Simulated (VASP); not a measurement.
# Os (P2_1/m) in VASP: single point with PBEsol

Aim: the single point of Os with PBEsol.

All numbers are computed with VASP 6.6.1; they aren't measurements. Logs are shortened: lines on timing, memory, paths and dates and some standing lists are left out, and cuts for length are marked.

### Step 1. The cell of the first run

The structure is monoclinic, space group P2_1/m (No. 11). The conventional cell has a = 2.734 Å, b = 4.320 Å, c = 2.734 Å, α = 90.00°, β = 120.00°, γ = 90.00°. Os (site symmetry m) has 12 Os at 2.56 to 2.86 Å within 3.4 Å.

### Step 2. Single point, PBEsol (atom 1 (Os) moved by (+0.300, +0.000) A along [1 1 0] and z)

File INCAR:

```
PREC     = Accurate       # precision mode
ENCUT    = 520            # plane-wave cutoff, eV
EDIFF    = 1E-6           # SCF threshold, eV
ISMEAR   = 0              # smearing method
SIGMA    = 0.15           # smearing width, eV
LREAL    = F              # projectors in reciprocal space
LASPH    = T              # aspherical terms in the spheres
NELM     = 60             # most SCF steps
ALGO     = Fast           # electronic algorithm
ISIF     = 2              # what is computed and relaxed
LWAVE    = F              # write WAVECAR
LCHARG   = F              # write CHGCAR
GGA      = PS             # functional
NBANDS   = 15             # bands
```

File KPOINTS:

```
regular mesh
0
Gamma
  18 18 12
```

File POSCAR:

```
Os
1.0
    2.7340999755      0.0000000000      0.0000000000
   -1.3670499878      2.3678000353      0.0000000000
    0.0000000000      0.0000000000      4.3197000000
Os
2
Direct
    0.4557160276      0.7562570169      0.2500000000
    0.6666666667      0.3333333333      0.7500000000
```

Potentials or basis: VASP PAW PBE potentials, release 64 (Os).

Launch:

```console
$ cat potpaw_PBE.64/Os/POTCAR > POTCAR
$ mpirun -np 1 vasp_std > vasp.out
```

OUTCAR:

```text
PREC = Accurate
   ENCUT = 520
   EDIFF = 1E-6
   ISMEAR = 0
   LREAL = F
   LASPH = T
   NELM = 60
   ISIF = 2
   GGA = PS

 ion  position               nearest neighbor table
   1  0.456  0.756  0.250-   2 2.56   2 2.56   2 2.65   2 2.65   2 2.86   2 2.86
   2  0.667  0.333  0.750-   1 2.56   1 2.56   1 2.65   1 2.65   1 2.86   1 2.86

  LATTYP: Found a hexagonal cell.
 ALAT       =     2.7340999755
 C/A-ratio  =     1.5799349105

  Lattice vectors:

 A1 = (   2.7340999755,   0.0000000000,   0.0000000000)
 A2 = (  -1.3670499878,   2.3678000353,   0.0000000000)
 A3 = (   0.0000000000,   0.0000000000,   4.3197000000)

Analysis of symmetry for initial positions (statically):
=====================================================================
 Subroutine PRICEL returns:
 Original cell was already a primitive cell.

 Routine SETGRP: Setting up the symmetry group for a
 hexagonal supercell.

 Subroutine GETGRP returns: Found  4 space group operations
 (whereof  1 operations were pure point group operations)
 out of a pool of 24 trial point group operations.

The static configuration has the point symmetry C_1 .
 The point group associated with its full space group is C_2h.

Analysis of symmetry for dynamics (positions and initial velocities):
=====================================================================
 Subroutine PRICEL returns:
 Original cell was already a primitive cell.

 Routine SETGRP: Setting up the symmetry group for a
 hexagonal supercell.

 Subroutine GETGRP returns: Found  4 space group operations
 (whereof  1 operations were pure point group operations)
 out of a pool of 24 trial point group operations.

The dynamic configuration has the point symmetry C_1 .
 The point group associated with its full space group is C_2h.

 Subroutine INISYM returns: Found  4 space group operations
 (whereof  1 operations are pure point group operations),
 and found     1 'primitive' translations

----------------------------------------------------------------------------------------

                                     Primitive cell

  volume of cell :      27.9649

  direct lattice vectors                    reciprocal lattice vectors
     2.734099975  0.000000000  0.000000000     0.365751073  0.211166481  0.000000000
    -1.367049988  2.367800035  0.000000000     0.000000000  0.422332961  0.000000000
     0.000000000  0.000000000  4.319700000     0.000000000  0.000000000  0.231497558

  length of vectors
     2.734099975  2.734099976  4.319700000     0.422332961  0.422332961  0.231497558

  position of ions in fractional coordinates (direct lattice)
     0.455716028  0.756257017  0.250000000
     0.666666667  0.333333333  0.750000000

  ion indices of the primitive-cell ions
   primitive index   ion index
                 1           1
                 2           2

----------------------------------------------------------------------------------------

 KPOINTS: regular mesh

Automatic generation of k-mesh.
 Grid dimensions read from file:
 generate k-points for:   18   18   12

 Generating k-lattice:

  Cartesian coordinates                     Fractional coordinates (reciprocal lattice)
     0.020319504  0.011731471  0.000000000     0.055555556  0.000000000  0.000000000
     0.000000000  0.023462942  0.000000000     0.000000000  0.055555556  0.000000000
     0.000000000  0.000000000  0.019291463     0.000000000  0.000000000  0.083333333

  Length of vectors
     0.023462942  0.023462942  0.019291463

  Shift w.r.t. Gamma in fractional coordinates (k-lattice)
     0.000000000  0.000000000  0.000000000

 Subroutine IBZKPT returns following result:
 ===========================================

 Found   1148 irreducible k-points:

 Following reciprocal coordinates:
            Coordinates               Weight
  0.000000  0.000000  0.000000      1.000000
  0.055556  0.000000  0.000000      2.000000
  0.000000  0.055556  0.000000      2.000000
 -0.055556  0.055556  0.000000      2.000000
  0.111111  0.000000  0.000000      2.000000
  0.000000  0.111111  0.000000      2.000000
[... 16 lines left out ...]
  0.444444  0.000000  0.000000      2.000000
  0.000000  0.444444  0.000000      2.000000
 [... further k-points ...]
   k-points           NKPTS =   1148   k-points in BZ     NKDIM =   1148   number of bands    NBANDS=     15
   number of dos      NEDOS =    301   number of ions     NIONS =      2
   total plane-waves  NPLWV =  12800
   dimension x,y,z NGX =    20 NGY =   20 NGZ =   32
   dimension x,y,z NGXF=    40 NGYF=   40 NGZF=   64
   ions per type =               2
   NGX,Y,Z   is equivalent  to a cutoff of  12.16, 12.16, 12.32 a.u.
   NGXF,Y,Z  is equivalent  to a cutoff of  24.32, 24.32, 24.63 a.u.
 SYSTEM =  unknown system
   PREC   = accura    normal or accurate (medium, high low for compatibility)
   ISTART =      0    job   : 0-new  1-cont  2-samecut
   ICHARG =      2    charge: 1-file 2-atom 10-const
   ISPIN  =      1    spin polarized calculation?
   LNONCOLLINEAR =      F non collinear calculations
   LSORBIT =      F    spin-orbit coupling
   LASPH  =      T    aspherical Exc in radial PAW
   ENCUT  =  520.0 eV  38.22 Ry    6.18 a.u.   5.08  5.08  8.03*2*pi/ulx,y,z
   NELM   =     60;   NELMIN=  2; NELMDL= -5     # of ELM steps
   EDIFF  = 0.1E-05   stopping-criterion for ELM
   LREAL  =      F    real-space projection
   EDIFFG = 0.1E-04   stopping-criterion for IOM
   NSW    =      0    number of steps for IOM
   IBRION =     -1    ionic relax: 0-MD 1-quasi-New 2-CG
   NFREE  =      0    steps in history (QN), initial steepest desc. (CG)
   ISIF   =      2    stress and relaxation
   ISYM   =      2    0-nonsym 1-usesym 2-fastsym
   POTIM  = 0.5000    time-step for ionic-motion
   TEBEG  =    0.0;   TEEND  =   0.0 temperature during run
   PSTRESS=    0.0 pullay stress
   NELECT =      16.0000    total number of electrons
   NUPDOWN=      -1.0000    fix difference up-down
   EMIN   =  10.00;   EMAX   =-10.00  energy-range for DOS
   EFERMI =   0.00;   METHOD = LEGACY
   ISMEAR =     0;   SIGMA  =   0.15  broadening in eV -4-tet -1-fermi 0-gaus
   EFERMI_NEDOS =   21; number of points for ismear=-14 and -15
   IALGO  =     68    algorithm
   IMIX   =      4    mixing-type and parameters
     AMIX     =   0.40;   BMIX     =  1.00
     AMIX_MAG =   1.60;   BMIX_MAG =  1.00
  volume/ion in A,a.u.               =      13.98        94.36
  Fermi-wavevector in a.u.,A,eV,Ry     =   1.359076  2.568282 25.131162  1.847088
  Thomas-Fermi vector in A             =   2.485855
   LORBIT       =      0    0 simple, 1 ext, 2 COOP (PROOUT), +10 PAW based schemes
   GGA     = PS    functional components
   LHFCALC =     F    Hartree Fock is set to
   AEXX    =    0.0000 exact exchange contribution
   IVDW    =     0    specifies the selected vdW correction
   LEPSILON=     F    determine dielectric tensor
   LRPA    =     F    only Hartree local field effects (RPA)
 non-spin polarized calculation
 RMM-DIIS sequential band-by-band and
 Gauss-broadening in eV      SIGMA  =   0.15
  energy-cutoff  :      520.00
  volume of cell :       27.96
 maximum number of plane-waves:       770
   NGX = 11   NGY = 11   NGZ = 17

 number of electron      15.9999999 magnetization

 Free energy of the ion-electron system (eV)
  ---------------------------------------------------
  ext. energy  EPLUGINS =         0.00000000
  ---------------------------------------------------
  free energy    TOTEN  =       -24.04962491 eV

  energy without entropy =      -24.03569442  energy(sigma->0) =      -24.04265966

 E-fermi :   9.4075     XC(G=0): -14.1472

 val. band max:        9.4069589768   @ k =   0.2778  -0.0556  -0.2500
 cond. band min:       9.4086790008   @ k =   0.0000   0.0000   0.1667
 fundamental gap:      0.0017200240
 Fermi energy:         9.4074641840

 k-point     1 :       0.0000    0.0000    0.0000
  band No.  band energies     occupation
      1      -1.6772      2.00000
      2       1.5031      2.00000
      3       5.6514      2.00000
      4       6.0510      2.00000
      5       6.6409      2.00000
      6       6.8504      2.00000
      7       7.2810      2.00000
      8       7.6316      2.00000
      9       9.0641      1.99879
     10       9.3487      1.42037
     11       9.6386      0.02933
     12      12.2240      0.00000
     13      18.6078      0.00000
     14      23.1615      0.00000
     15      26.0169      0.00000

 k-point     2 :       0.0556    0.0000    0.0000
  band No.  band energies     occupation
      1      -1.5542      2.00000
      2       1.6008      2.00000
      3       5.6060      2.00000
      4       6.1631      2.00000
      5       6.5992      2.00000
      6       6.7951      2.00000
      7       7.3157      2.00000
      8       7.6855      2.00000
      9       8.0712      2.00000
     10       9.1445      1.98683
     11      10.8554      0.00000
     12      12.2483      0.00000
     13      18.6001      0.00000
     14      23.4522      0.00000
     15      26.1174      0.00000

 k-point     3 :       0.0000    0.0556    0.0000
  band No.  band energies     occupation
      1      -1.5500      2.00000
      2       1.6259      2.00000
      3       5.5617      2.00000
      4       6.0906      2.00000
      5       6.7093      2.00000
      6       6.7636      2.00000
      7       7.3551      2.00000
      8       7.6277      2.00000
      9       8.6427      2.00000
     10       8.9583      1.99998
     11      10.0260      0.00000
     12      12.7253      0.00000
     13      18.5765      0.00000
     14      23.3949      0.00000
     15      26.2203      0.00000

 k-point     4 :      -0.0556    0.0556    0.0000
  band No.  band energies     occupation
      1      -1.5508      2.00000
      2       1.6220      2.00000
      3       5.5887      2.00000
      4       6.0916      2.00000
      5       6.7008      2.00000
      6       6.7561      2.00000
      7       7.2563      2.00000
      8       7.7090      2.00000
      9       8.6015      2.00000
     10       8.9491      1.99998
     11      10.1435      0.00000
     12      12.6580      0.00000
     13      18.5814      0.00000
     14      23.4100      0.00000
     15      26.1963      0.00000
[... 307 lines left out ...]
 k-point    22 :      -0.3889    0.3889    0.0000
  band No.  band energies     occupation
      1       2.0786      2.00000
      2       2.6249      2.00000
      3       3.4390      2.00000
      4       5.5850      2.00000
      5       6.2369      2.00000
      6       6.5437      2.00000
      7       6.6738      2.00000
      8      10.4496      0.00000
      9      11.0371      0.00000
     10      11.0870      0.00000
     11      11.3490      0.00000
     12      17.7434      0.00000
     13      18.2896      0.00000
     14      20.5341      0.00000
     15      23.2617      0.00000

 k-point    23 :       0.4444    0.0000    0.0000
  band No.  band energies     occupation
      1       1.6366      2.00000
      2       2.0220      2.00000
      3       2.3305      2.00000
      4       5.4711      2.00000
      5       6.8715      2.00000
      6       7.6318      2.00000
      7       8.3152      2.00000
      8      11.2245      0.00000
      9      11.6447      0.00000
     10      12.1742      0.00000
     11      12.3508      0.00000
     12      16.4977      0.00000
     13      17.6110      0.00000
     14      18.6904      0.00000
     15      21.5410      0.00000

 k-point    24 :       0.0000    0.4444    0.0000
  band No.  band energies     occupation
      1       2.2603      2.00000
      2       2.7136      2.00000
      3       3.5577      2.00000
      4       5.6516      2.00000
      5       5.7022      2.00000
      6       6.2430      2.00000
      7       6.9597      2.00000
      8      11.0257      0.00000
      9      11.3540      0.00000
     10      11.8268      0.00000
     11      12.7209      0.00000
     12      16.2284      0.00000
     13      18.5848      0.00000
     14      21.8757      0.00000
     15      22.2653      0.00000

 [... further k-points ...]
[... 5 lines left out ...]
  --------------------------------------------------------------------------------------
  -------------------------------------------------------------------------------------
  Total       -0.8192613      0.4503540      1.9857400     -0.7572409      0.0000000      0.0000000
  in kB      -46.9375100     25.8018936    113.7679586    -43.3842028      0.0000000      0.0000000
  external PRESSURE =      30.8774474 kB  Pullay stress =       0.0000000 kB

 VOLUME and BASIS-vectors are now :
 -----------------------------------------------------------------------------
  energy-cutoff  :      520.00
  volume of cell :       27.96
      direct lattice vectors                 reciprocal lattice vectors
     2.734099975  0.000000000  0.000000000     0.365751073  0.211166481  0.000000000
    -1.367049988  2.367800035  0.000000000     0.000000000  0.422332961  0.000000000
     0.000000000  0.000000000  4.319700000     0.000000000  0.000000000  0.231497558

 POSITION                                       TOTAL-FORCE (eV/Angst)
 -----------------------------------------------------------------------------------
      0.21213      1.79067      1.07993        -2.209917     -1.927415     -0.000000
      1.36705      0.78927      3.23977         2.209917      1.927415      0.000000
 -----------------------------------------------------------------------------------
    total drift:                                0.000001      0.000002      0.000000

  FREE ENERGIE OF THE ION-ELECTRON SYSTEM (eV)
  ---------------------------------------------------
  free  energy   TOTEN  =       -24.0496249058 eV

  energy  without entropy=      -24.0356944220  energy(sigma->0) =      -24.04265966
```

It took 2.4 min on 1 thread of Intel Xeon 6975P-C (Granite Rapids), shared host; peak memory 0.49 GiB.

What came out:

* Free energy: -24.0496 eV
* Pressure: 3.1 GPa
* Largest force: 2.932 eV/Å
* Band gap on the k mesh: zero (bands 8 and 9 overlap by 3.92 eV)

Forces on the atoms (eV/Å):
```
Os  -2.210 -1.927  0.000
Os   2.210  1.927  0.000
```

Levels at points of the mesh, in eV from the Fermi level:
| k point | band 5 | band 6 | band 7 | band 8 | band 9 | band 10 | band 11 | band 12 |
| --- | --- | --- | --- | --- | --- | --- | --- | --- |
| (0.00, 0.00, 0.00) | -2.77 | -2.56 | -2.13 | -1.78 | -0.34 | -0.06 | 0.23 | 2.82 |
| (0.50, 0.00, 0.00) | -2.24 | -1.76 | -1.11 | 2.14 | 2.38 | 2.94 | 3.63 | 6.12 |
| (0.00, 0.50, 0.00) | -3.60 | -3.22 | -2.35 | 1.83 | 1.95 | 2.68 | 4.85 | 5.08 |
| (0.50, 0.50, 0.00) | -3.22 | -2.94 | -2.53 | 1.61 | 1.96 | 2.51 | 4.52 | 5.46 |
| (0.00, 0.00, 0.50) | -3.34 | -3.34 | -3.04 | -3.04 | 0.29 | 0.29 | 0.92 | 0.92 |
| (0.50, 0.00, 0.50) | -1.57 | -1.57 | -0.98 | -0.98 | 2.34 | 2.34 | 4.01 | 4.01 |
| (0.00, 0.50, 0.50) | -0.98 | -0.98 | 0.35 | 0.35 | 2.23 | 2.23 | 3.01 | 3.01 |
| (0.50, 0.50, 0.50) | -0.99 | -0.99 | 0.21 | 0.21 | 2.25 | 2.25 | 3.25 | 3.25 |

Caveat: the cell differs from its parent crystal (atom 1 (Os) moved by (+0.300, +0.000) A along [1 1 0] and z); the stress differs along the axes, from -5 to 11 GPa; the PAW data sets were made with another functional, which shifts forces and pressure a little; spin-orbit coupling is left out, which moves the levels of the heavy elements.
